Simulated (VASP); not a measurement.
TiC:

```
CELL_PARAMETERS angstrom
0.00000 2.16646 2.16646
2.16646 0.00000 2.16646
2.16646 2.16646 0.00000
ATOMIC_POSITIONS crystal
Ti 0.00136 0.00142 0.00314
C 0.49864 0.49858 0.49686
```

```yaml
Program: VASP 6.6.1
Task: relaxation of cell and atoms
Functional: PBE
Potentials_or_basis: VASP PAW PBE potentials, release 64 (Ti_sv, C)
Cutoff: 600 eV
k_mesh: 14 × 14 × 14
Occupations: gaussian, width 0.15 eV
Spin: no spin polarisation
```

At the start: pressure 0.2 GPa; volume 10.17 Å³/atom.

Question: Where does the relaxation end?

Answer: Over 5 steps the energy falls by 2.1 meV/atom; space group Fm-3m (No. 225, to 0.1 Å) before and after.

The path:
| step | energy change (eV) | largest force (eV/Å) | pressure (GPa) | volume (Å³) |
| --- | --- | --- | --- | --- |
| 1 | 0.0000 | 0.2824 | 0.21 | 20.34 |
| 2 | -0.0042 | 0.0280 | -0.33 | 20.38 |
| 3 | -0.0042 | 0.0039 | -0.39 | 20.38 |
| 4 | -0.0042 | 0.0065 | 0.49 | 20.31 |
| 5 | -0.0043 | 0.0009 | -0.01 | 20.35 |

Final structure:
```
Ti C
1.0
    -0.00057    2.16663    2.16642
     2.16664   -0.00057    2.16641
     2.16650    2.16649   -0.00043
Ti C
1 1
Cartesian
  4.3325 4.3325 4.3324
  2.1663 2.1663 2.1662
```
